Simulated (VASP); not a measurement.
# Au (Cmcm) in VASP: further runs, part 2 of 2

VASP 6.6.1. The steps go on from the part before.

**3. Single point, PBEsol**

This run uses another cell than the first one, of the same volume but with other edges.

Input file INCAR:

```
ALGO = Fast ; EDIFF = 1E-6
ENCUT = 520 ; GGA = PS
ISIF = 2 ; ISMEAR = 0
LASPH = True ; LCHARG = False
LREAL = False ; LWAVE = False
NBANDS = 18 ; NELM = 100
PREC = Accurate ; SIGMA = 0.15
```

Input file KPOINTS:

```
k-points
0
Gamma
  26 26 14
```

Input file POSCAR:

```
Au
1.0
    1.3268749455     -2.3685906009      0.0000000000
    1.3268749455      2.3685906009      0.0000000000
    0.0000000000      0.0000000000      5.4211326634
Au
2
Direct
    0.6638639510      0.3361360490      0.2500000000
    0.3361360490      0.6638639510      0.7500000000
```

Potentials or basis: VASP PAW PBE potentials, release 64 (Au).

Started as:

```sh
$ cat potpaw_PBE.64/Au/POTCAR > POTCAR
$ mpirun -np 1 vasp_std > vasp.out
```

OUTCAR:

```text
EDIFF = 1E-6
   ENCUT = 520
   GGA = PS
   ISIF = 2
   ISMEAR = 0
   LASPH = True
   LREAL = False
   NELM = 100
   PREC = Accurate

 ion  position               nearest neighbor table
   1  0.664  0.336  0.250-   2 3.12   2 3.12   2 3.13   2 3.13   2 3.13   2 3.13
   2  0.336  0.664  0.750-   1 3.12   1 3.12   1 3.13   1 3.13   1 3.13   1 3.13

  LATTYP: Found a base centered orthorhombic cell.
 ALAT       =     2.6537498910
 B/A-ratio  =     1.7850895512
 C/A-ratio  =     2.0428197404

  Lattice vectors:

 A1 = (   1.3268749455,  -2.3685906009,   0.0000000000)
 A2 = (   1.3268749455,   2.3685906009,   0.0000000000)
 A3 = (   0.0000000000,   0.0000000000,   5.4211326634)

Analysis of symmetry for initial positions (statically):
=====================================================================
 Subroutine PRICEL returns:
 Original cell was already a primitive cell.

 Routine SETGRP: Setting up the symmetry group for a
 base centered orthorhombic supercell.

 Subroutine GETGRP returns: Found  8 space group operations
 (whereof  4 operations were pure point group operations)
 out of a pool of  8 trial point group operations.

The static configuration has the point symmetry C_2h.
 The point group associated with its full space group is D_2h.

Analysis of symmetry for dynamics (positions and initial velocities):
=====================================================================
 Subroutine PRICEL returns:
 Original cell was already a primitive cell.

 Routine SETGRP: Setting up the symmetry group for a
 base centered orthorhombic supercell.

 Subroutine GETGRP returns: Found  8 space group operations
 (whereof  4 operations were pure point group operations)
 out of a pool of  8 trial point group operations.

The dynamic configuration has the point symmetry C_2h.
 The point group associated with its full space group is D_2h.

 Subroutine INISYM returns: Found  8 space group operations
 (whereof  4 operations are pure point group operations),
 and found     1 'primitive' translations

----------------------------------------------------------------------------------------

                                     Primitive cell

  volume of cell :      34.0753

  direct lattice vectors                    reciprocal lattice vectors
     1.326874945 -2.368590601  0.000000000     0.376825263 -0.211095999  0.000000000
     1.326874945  2.368590601  0.000000000     0.376825263  0.211095999  0.000000000
     0.000000000  0.000000000  5.421132663     0.000000000  0.000000000  0.184463296

  length of vectors
     2.714925147  2.714925147  5.421132663     0.431924530  0.431924530  0.184463296

  position of ions in fractional coordinates (direct lattice)
     0.663863951  0.336136049  0.250000000
     0.336136049  0.663863951  0.750000000

  ion indices of the primitive-cell ions
   primitive index   ion index
                 1           1
                 2           2

----------------------------------------------------------------------------------------

 KPOINTS: k-points

Automatic generation of k-mesh.
 Grid dimensions read from file:
 generate k-points for:   26   26   14

 Generating k-lattice:

  Cartesian coordinates                     Fractional coordinates (reciprocal lattice)
     0.014493279 -0.008119077  0.000000000     0.038461538 -0.000000000  0.000000000
     0.014493279  0.008119077  0.000000000    -0.000000000  0.038461538  0.000000000
     0.000000000  0.000000000  0.013175950     0.000000000  0.000000000  0.071428571

  Length of vectors
     0.016612482  0.016612482  0.013175950

  Shift w.r.t. Gamma in fractional coordinates (k-lattice)
     0.000000000  0.000000000  0.000000000

 Subroutine IBZKPT returns following result:
 ===========================================

 Found   1464 irreducible k-points:

 Following reciprocal coordinates:
            Coordinates               Weight
  0.000000  0.000000  0.000000      1.000000
  0.038462 -0.000000  0.000000      4.000000
  0.076923 -0.000000  0.000000      4.000000
  0.115385  0.000000  0.000000      4.000000
  0.153846 -0.000000  0.000000      4.000000
  0.192308 -0.000000  0.000000      4.000000
[... 16 lines left out ...]
  0.346154  0.038462  0.000000      4.000000
  0.384615  0.038462  0.000000      4.000000
 [... further k-points ...]
   k-points           NKPTS =   1464   k-points in BZ     NKDIM =   1464   number of bands    NBANDS=     18
   number of dos      NEDOS =    301   number of ions     NIONS =      2
   total plane-waves  NPLWV =  16000
   dimension x,y,z NGX =    20 NGY =   20 NGZ =   40
   dimension x,y,z NGXF=    40 NGYF=   40 NGZF=   80
   ions per type =               2
   NGX,Y,Z   is equivalent  to a cutoff of  12.25, 12.25, 12.27 a.u.
   NGXF,Y,Z  is equivalent  to a cutoff of  24.49, 24.49, 24.53 a.u.
 SYSTEM =  unknown system
   PREC   = accura    normal or accurate (medium, high low for compatibility)
   ISTART =      0    job   : 0-new  1-cont  2-samecut
   ICHARG =      2    charge: 1-file 2-atom 10-const
   ISPIN  =      1    spin polarized calculation?
   LNONCOLLINEAR =      F non collinear calculations
   LSORBIT =      F    spin-orbit coupling
   LASPH  =      T    aspherical Exc in radial PAW
   ENCUT  =  520.0 eV  38.22 Ry    6.18 a.u.   5.05  5.05 10.08*2*pi/ulx,y,z
   NELM   =    100;   NELMIN=  2; NELMDL= -5     # of ELM steps
   EDIFF  = 0.1E-05   stopping-criterion for ELM
   LREAL  =      F    real-space projection
   EDIFFG = 0.1E-04   stopping-criterion for IOM
   NSW    =      0    number of steps for IOM
   IBRION =     -1    ionic relax: 0-MD 1-quasi-New 2-CG
   NFREE  =      0    steps in history (QN), initial steepest desc. (CG)
   ISIF   =      2    stress and relaxation
   ISYM   =      2    0-nonsym 1-usesym 2-fastsym
   POTIM  = 0.5000    time-step for ionic-motion
   TEBEG  =    0.0;   TEEND  =   0.0 temperature during run
   PSTRESS=    0.0 pullay stress
   NELECT =      22.0000    total number of electrons
   NUPDOWN=      -1.0000    fix difference up-down
   EMIN   =  10.00;   EMAX   =-10.00  energy-range for DOS
   EFERMI =   0.00;   METHOD = LEGACY
   ISMEAR =     0;   SIGMA  =   0.15  broadening in eV -4-tet -1-fermi 0-gaus
   EFERMI_NEDOS =   21; number of points for ismear=-14 and -15
   IALGO  =     68    algorithm
   IMIX   =      4    mixing-type and parameters
     AMIX     =   0.40;   BMIX     =  1.00
     AMIX_MAG =   1.60;   BMIX_MAG =  1.00
  volume/ion in A,a.u.               =      17.04       114.98
  Fermi-wavevector in a.u.,A,eV,Ry     =   1.414932  2.673835 27.239325  2.002034
  Thomas-Fermi vector in A             =   2.536423
   LORBIT       =      0    0 simple, 1 ext, 2 COOP (PROOUT), +10 PAW based schemes
   GGA     = PS    functional components
   LHFCALC =     F    Hartree Fock is set to
   AEXX    =    0.0000 exact exchange contribution
   IVDW    =     0    specifies the selected vdW correction
   LEPSILON=     F    determine dielectric tensor
   LRPA    =     F    only Hartree local field effects (RPA)
 non-spin polarized calculation
 RMM-DIIS sequential band-by-band and
 Gauss-broadening in eV      SIGMA  =   0.15
  energy-cutoff  :      520.00
  volume of cell :       34.08
 maximum number of plane-waves:       936
   NGX = 11   NGY = 11   NGZ = 21

 number of electron      22.0000000 magnetization

 Free energy of the ion-electron system (eV)
  ---------------------------------------------------
  ext. energy  EPLUGINS =         0.00000000
  ---------------------------------------------------
  free energy    TOTEN  =        -7.55274606 eV

  energy without entropy =       -7.54527128  energy(sigma->0) =       -7.54900867

 E-fermi :   9.2735     XC(G=0): -12.8390

 val. band max:        9.2731768656   @ k =  -0.3846   0.2308   0.2857
 cond. band min:       9.2740737393   @ k =  -0.1923   0.0769   0.0714
 fundamental gap:      0.0008968737
 Fermi energy:         9.2735215764

 k-point     1 :       0.0000    0.0000    0.0000
  band No.  band energies     occupation
      1      -0.7534      2.00000
      2       0.9595      2.00000
      3       3.4647      2.00000
      4       4.2153      2.00000
      5       4.3671      2.00000
      6       4.7397      2.00000
[... 10 lines left out ...]
     17      30.4301      0.00000
     18      30.8779      0.00000
[... 466 lines left out ...]
      2       2.0531      2.00000
      3       3.0133      2.00000
      4       4.3817      2.00000
      5       4.7303      2.00000
      6       5.5569      2.00000
[... 10 lines left out ...]
     17      22.1433      0.00000
     18      25.1059      0.00000

 [... further k-points ...]

------------------------ aborting loop because EDIFF is reached ----------------------------------------

  FORCE on cell =-STRESS in cart. coord.  units (eV):
  Direction    XX          YY          ZZ          XY          YZ          ZX
  --------------------------------------------------------------------------------------
  -------------------------------------------------------------------------------------
  Total        4.2790820      2.9258563     -1.2920998      0.0000000      0.0000000      0.0000000
  in kB      201.1968435    137.5699385    -60.7528436      0.0000000      0.0000000      0.0000000
  external PRESSURE =      92.6713128 kB  Pullay stress =       0.0000000 kB

 VOLUME and BASIS-vectors are now :
 -----------------------------------------------------------------------------
  energy-cutoff  :      520.00
  volume of cell :       34.08
      direct lattice vectors                 reciprocal lattice vectors
     1.326874945 -2.368590601  0.000000000     0.376825263 -0.211095999  0.000000000
     1.326874945  2.368590601  0.000000000     0.376825263  0.211095999  0.000000000
     0.000000000  0.000000000  5.421132663     0.000000000  0.000000000  0.184463296

 POSITION                                       TOTAL-FORCE (eV/Angst)
 -----------------------------------------------------------------------------------
      1.32687     -0.77625      1.35528         0.000000     -0.007989     -0.000000
      1.32687      0.77625      4.06585         0.000000      0.007989      0.000000
 -----------------------------------------------------------------------------------
    total drift:                                0.000000      0.000000     -0.000000

  FREE ENERGIE OF THE ION-ELECTRON SYSTEM (eV)
  ---------------------------------------------------
  free  energy   TOTEN  =        -7.5527460615 eV

  energy  without entropy=       -7.5452712806  energy(sigma->0) =       -7.54900867
```

stdout:

```text
POSCAR found type information on POSCAR Au
 POSCAR found :  1 types and       2 ions
 scaLAPACK will be used
 -----------------------------------------------------------------------------
|                                                                             |
|                                                                             |
|     You enforced a specific xc type in the INCAR file but a different       |
|     I HOPE YOU KNOW WHAT YOU ARE DOING!                                     |
|                                                                             |
 -----------------------------------------------------------------------------

 LDA part: xc-table for (Slater+PW92), standard interpolation
 POSCAR, INCAR and KPOINTS ok, starting setup
 FFT: planning ... GRIDC
 FFT: planning ... GRID_SOFT
 FFT: planning ... GRID
 WAVECAR not read
 entering main loop
```

Wall time 15 min (1 thread of Oxide Virtual Turin-like, shared host); peak memory 0.72 GiB.

Results:

- Free energy: -7.5527 eV
- Pressure: 9.3 GPa
- Largest force: 0.008 eV/Å
- Band gap on the k mesh: zero (bands 11 and 12 overlap by 7.39 eV)

Forces in eV/Å, atoms in the order of the input:
```
Au   0.000 -0.008  0.000
Au   0.000  0.008  0.000
```

Levels at points of the mesh, in eV from the Fermi level:
```csv
k point,band 7,band 8,band 9,band 10,band 11,band 12,band 13,band 14,band 15,band 16
"(0.00, 0.00, 0.00)",-4.42,-2.80,-2.65,-2.16,-2.13,-2.07,0.55,11.92,15.57,16.82
"(0.50, 0.00, 0.00)",-3.18,-2.39,-1.18,-1.13,0.77,2.37,5.46,6.55,7.28,10.76
"(0.50, 0.50, 0.00)",-3.36,-2.25,-1.25,-1.19,0.62,2.00,5.10,6.42,6.71,10.27
"(0.00, 0.00, 0.50)",-4.50,-4.50,-2.44,-2.44,-2.33,-2.33,6.86,6.86,15.90,15.90
"(0.50, 0.00, 0.50)",-2.64,-2.64,-1.14,-1.14,0.73,0.73,5.00,5.00,11.10,11.10
"(0.50, 0.50, 0.50)",-2.62,-2.62,-1.22,-1.22,0.39,0.39,4.58,4.58,10.67,10.67
```

Caveat: the stress differs along the axes, from -6 to 20 GPa; the PAW data sets were made with another functional, which shifts forces and pressure a little; spin-orbit coupling is left out, which moves the levels of the heavy elements.
